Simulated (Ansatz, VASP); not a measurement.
## Two plane-wave programs on Al2Cu

```
Al Cu
1.0
     2.12941    1.22942    3.34834
    -2.12941    1.22942    3.34834
     0.00000   -2.45884    3.34834
Al Cu
2 1
Direct
  0.66826 0.66826 0.66826
  0.92724 0.92724 0.92724
  0.18500 0.18500 0.18500
```

Alike in both runs: task relaxation of cell and atoms; functional PBE; k mesh 12 × 12 × 12; occupations gaussian, width 0.1 eV; no spin polarisation.

|  | VASP | Ansatz |
| --- | --- | --- |
| version | VASP 6.6.1 | Ansatz 0.2.0 |
| potentials or method | VASP PAW PBE potentials, release 64 (Al, Cu), cutoff 600 eV | scalar-relativistic, plane waves, PAW |
| valence electrons in the cell | 17 | 25 |

```csv
,VASP,Ansatz,Ansatz less VASP
"gap on the k mesh at the Fermi level, each at its own relaxed structure (eV)",none,none,-
relaxed volume (Å³/atom),17.54,17.48,-0.060
relaxed cell length with the largest relative difference (Å),4.202,4.202,+0.0004
```

A gap of «none» marks a metal or a gap that the smearing closes. VASP's potentials hold 17 valence electrons a cell and Ansatz's 25, so a difference there can come from the potentials and not from the codes.
